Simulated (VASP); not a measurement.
# AgO (I-4m2) in VASP: a series of runs, part 2 of 2

VASP 6.6.1. Earlier steps stand in the parts before.

### 3 Single point, PBEsol (strain +0.050 along x and y, +0.025 along z)

The input, INCAR:

```
SYSTEM = AgO
PREC     = Accurate       ! precision mode
ENCUT    = 520            ! plane-wave cutoff, eV
EDIFF    = 1E-7           ! SCF threshold, eV
ISMEAR   = 0              ! smearing method
SIGMA    = 0.15           ! smearing width, eV
LREAL    = .False.        ! projectors in reciprocal space
LASPH    = .True.         ! aspherical terms in the spheres
NELM     = 80             ! most SCF steps
ALGO     = Normal         ! electronic algorithm
ISIF     = 2              ! what is computed and relaxed
LWAVE    = .False.        ! write WAVECAR
LCHARG   = .False.        ! write CHGCAR
GGA      = PS             ! functional
NBANDS   = 16             ! bands
```

The input, KPOINTS:

```
regular mesh
0
Gamma
  18 18 18
  0 0 0
```

The input, POSCAR:

```
AgO
1.0
    0.0000000000      2.5284000000      2.4682000000
    2.5284000000      0.0000000000      2.4682000000
    2.5284000000      2.5284000000      0.0000000000
Ag O
1 1
Direct
    0.0000000000      0.0000000000      0.0000000000
    0.7500000000      0.7500000000      0.7500000000
```

Potentials or basis: VASP PAW PBE potentials, release 64 (Ag, O).

Started as:

```
cat potpaw_PBE.64/Ag/POTCAR potpaw_PBE.64/O/POTCAR > POTCAR
mpirun -np 1 vasp_std > vasp.out
```

OUTCAR:

```text
SYSTEM = AgO
   PREC = Accurate
   ENCUT = 520
   EDIFF = 1E-7
   ISMEAR = 0
   LREAL = .False.
   LASPH = .True.
   NELM = 80
   ISIF = 2
   GGA = PS

 ion  position               nearest neighbor table
   1  0.000  0.000  0.000-   2 2.17   2 2.17   2 2.17   2 2.17
   2  0.750  0.750  0.750-   1 2.17   1 2.17   1 2.17   1 2.17

  LATTYP: Found a body centered tetragonal cell.
 ALAT       =     3.5756975711
 C/A-ratio  =     1.3805418109

  Lattice vectors:

 A1 = (   0.0000000000,  -2.5284000000,  -2.4682000000)
 A2 = (   0.0000000000,   2.5284000000,  -2.4682000000)
 A3 = (   2.5284000000,   0.0000000000,   2.4682000000)

Analysis of symmetry for initial positions (statically):
=====================================================================
 Subroutine PRICEL returns:
 Original cell was already a primitive cell.

 Routine SETGRP: Setting up the symmetry group for a
 body centered tetragonal supercell.

 Subroutine GETGRP returns: Found  8 space group operations
 (whereof  8 operations were pure point group operations)
 out of a pool of 16 trial point group operations.

The static configuration has the point symmetry D_2d.

Analysis of symmetry for dynamics (positions and initial velocities):
=====================================================================
 Subroutine PRICEL returns:
 Original cell was already a primitive cell.

 Routine SETGRP: Setting up the symmetry group for a
 body centered tetragonal supercell.

 Subroutine GETGRP returns: Found  8 space group operations
 (whereof  8 operations were pure point group operations)
 out of a pool of 16 trial point group operations.

The dynamic configuration has the point symmetry D_2d.

 Subroutine INISYM returns: Found  8 space group operations
 (whereof  8 operations are pure point group operations),
 and found     1 'primitive' translations

----------------------------------------------------------------------------------------

                                     Primitive cell

[... 110 lines left out ...]
     AMIX_MAG =   1.60;   BMIX_MAG =  1.00
  volume/ion in A,a.u.               =      15.78       106.48
  Fermi-wavevector in a.u.,A,eV,Ry     =   1.332060  2.517229 24.141963  1.774384
  Thomas-Fermi vector in A             =   2.461024
   LORBIT       =      0    0 simple, 1 ext, 2 COOP (PROOUT), +10 PAW based schemes
   GGA     = PS    functional components
   LHFCALC =     F    Hartree Fock is set to
   AEXX    =    0.0000 exact exchange contribution
   IVDW    =     0    specifies the selected vdW correction
   LEPSILON=     F    determine dielectric tensor
   LRPA    =     F    only Hartree local field effects (RPA)
 non-spin polarized calculation
 Gauss-broadening in eV      SIGMA  =   0.15
  energy-cutoff  :      520.00
  volume of cell :       31.56
 maximum number of plane-waves:       885
   NGX = 13   NGY = 13   NGZ = 13

 number of electron      16.9999995 magnetization

 Free energy of the ion-electron system (eV)
  ---------------------------------------------------
  ext. energy  EPLUGINS =         0.00000000
  ---------------------------------------------------
  free energy    TOTEN  =        -8.07585842 eV

  energy without entropy =       -8.04807423  energy(sigma->0) =       -8.06196632

 E-fermi :   3.2912     XC(G=0): -10.6045

 val. band max:        3.2902503613   @ k =   0.3889   0.2222   0.0556
 cond. band min:       3.2913201025   @ k =  -0.4444   0.0000   0.0556
 fundamental gap:      0.0010697412
 Fermi energy:         3.2912001248

 k-point     1 :       0.0000    0.0000    0.0000
  band No.  band energies     occupation
      1     -14.2318      2.00000
      2      -1.8899      2.00000
      3      -1.8899      2.00000
      4      -1.8571      2.00000
      5       0.3740      2.00000
      6       0.4353      2.00000
[... 433 lines left out ...]
      3      -1.7071      2.00000
      4      -1.6344      2.00000
      5       0.3321      2.00000
      6       0.4486      2.00000
[... 8 lines left out ...]
     15      20.6046      0.00000
     16      22.2785      0.00000

 [... further k-points ...]

------------------------ aborting loop because EDIFF is reached ----------------------------------------

  FORCE on cell =-STRESS in cart. coord.  units (eV):
  Direction    XX          YY          ZZ          XY          YZ          ZX
  --------------------------------------------------------------------------------------
  -------------------------------------------------------------------------------------
  Total       -0.7990372     -0.7990372     -0.8044864      0.0000000     -0.0000000      0.0000000
  in kB      -40.5672592    -40.5672592    -40.8439187      0.0000000     -0.0000000      0.0000000
  external PRESSURE =     -40.6594790 kB  Pullay stress =       0.0000000 kB

 VOLUME and BASIS-vectors are now :
 -----------------------------------------------------------------------------
  energy-cutoff  :      520.00
  volume of cell :       31.56
      direct lattice vectors                 reciprocal lattice vectors
     0.000000000  2.528400000  2.468200000    -0.197753520  0.197753520  0.202576777
     2.528400000  0.000000000  2.468200000     0.197753520 -0.197753520  0.202576777
     2.528400000  2.528400000  0.000000000     0.197753520  0.197753520 -0.202576777

 POSITION                                       TOTAL-FORCE (eV/Angst)
 -----------------------------------------------------------------------------------
      0.00000      0.00000      0.00000        -0.000000     -0.000000     -0.000000
      3.79260      3.79260      3.70230         0.000000      0.000000      0.000000
 -----------------------------------------------------------------------------------
    total drift:                                0.000000      0.000000     -0.000001

  FREE ENERGIE OF THE ION-ELECTRON SYSTEM (eV)
  ---------------------------------------------------
  free  energy   TOTEN  =        -8.0758584162 eV

  energy  without entropy=       -8.0480742327  energy(sigma->0) =       -8.06196632
```

stdout:

```text
POSCAR found type information on POSCAR AgO
 POSCAR found :  2 types and       2 ions
 scaLAPACK will be used
 -----------------------------------------------------------------------------
|                                                                             |
|                                                                             |
|     You enforced a specific xc type in the INCAR file but a different       |
|     I HOPE YOU KNOW WHAT YOU ARE DOING!                                     |
|                                                                             |
 -----------------------------------------------------------------------------

 LDA part: xc-table for (Slater+PW92), standard interpolation
 POSCAR, INCAR and KPOINTS ok, starting setup
 FFT: planning ... GRIDC
 FFT: planning ... GRID_SOFT
 FFT: planning ... GRID
 WAVECAR not read
 entering main loop
```

It took 6.2 min on 1 thread of Intel Xeon 8259CL, shared host; peak memory 0.36 GiB.

Results:

```yaml
Free_energy: -8.0759 eV
Pressure: -4.1 GPa
Band_gap_on_the_k_mesh: zero (an odd number of electrons rules out a gap without spin polarisation)
```

Caveat: the cell differs from its parent crystal (strain +0.050 along x and y, +0.025 along z); the cell stands under tension; the PAW data sets were made with another functional, which shifts forces and pressure a little; an odd number of electrons without spin polarisation forces a metal; a magnetic or distorted state may lie lower.
